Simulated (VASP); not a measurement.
Crystal: Y3Mg.

```
CELL_PARAMETERS angstrom
0.00000 3.91855 3.91855
3.91855 0.00000 3.91855
3.91855 3.91855 0.00000
ATOMIC_POSITIONS crystal
Y 0.50000 0.50000 0.50000
Y 0.25000 0.25000 0.25000
Y 0.75000 0.75000 0.75000
Mg 0.00000 0.00000 0.00000
```

| Quantity | Value |
| --- | --- |
| Program | VASP 6.6.1 |
| Task | relaxation of volume and atoms at fixed shape |
| Functional | PBEsol |
| Potentials or basis | VASP PAW PBE potentials, release 64 (Y_sv, Mg) |
| Cutoff | 600 eV |
| k mesh | 10 × 10 × 10 |
| Occupations | fermi-dirac, width 0.05 eV |
| Spin | no spin polarisation |

At the start: pressure -1.9 GPa; volume 30.08 Å³/atom.

**Question.** Where does the relaxation end?

**Answer.** Over 3 steps the energy falls by 8.9 meV/atom and the volume is 28.63 Å³/atom (-4.8 %); space group Fm-3m (No. 225, to 0.1 Å) before and after.

Step by step:
| step | energy change (eV) | largest force (eV/Å) | pressure (GPa) | volume (Å³) |
| --- | --- | --- | --- | --- |
| 1 | 0.0000 | 0.0000 | -1.88 | 120.34 |
| 2 | -0.0354 | 0.0000 | 0.08 | 114.29 |
| 3 | -0.0355 | 0.0000 | -0.01 | 114.51 |

Final structure:
```
Y Mg
1.0
     0.00000    3.85422    3.85422
     3.85422    0.00000    3.85422
     3.85422    3.85422    0.00000
Y Mg
3 1
Direct
  0.50000 0.50000 0.50000
  0.25000 0.25000 0.25000
  0.75000 0.75000 0.75000
  0.00000 0.00000 0.00000
```

Caveat: the PAW data sets were made with another functional, which shifts forces and pressure a little.
